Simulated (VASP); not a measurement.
A run of VASP 6.6.1 is set up as follows.

Contents of INCAR:

```
SYSTEM = P
  PREC = Accurate
  ENCUT = 520
  EDIFF = 1E-6
  ISMEAR = -1
  SIGMA = 0.06122561905347299
  LREAL = .FALSE.
  LASPH = .TRUE.
  NELM = 60
  ALGO = Normal
  ISIF = 2
  LWAVE = .FALSE.
  LCHARG = .FALSE.
  GGA = PE
  NBANDS = 8
```

File KPOINTS:

```
regular mesh
0
G
  22 22 22
  0 0 0
```

The input POSCAR:

```
P
1.0
    2.4113638854      0.0000000000      0.0000000000
    0.0000000000      2.4113638854      0.0000000000
    0.0000000000      0.0000000000      2.4113638854
P
1
Direct
    0.0000000000      0.0000000000      0.0000000000
```

Potentials or basis: VASP PAW PBE potentials, release 64 (P).

The run is started by

```console
$ cat potpaw_PBE.64/P/POTCAR > POTCAR
$ mpirun -np 1 vasp_std > vasp.out
```

Task: What does it give for the pressure?

Result: 5.0 GPa.
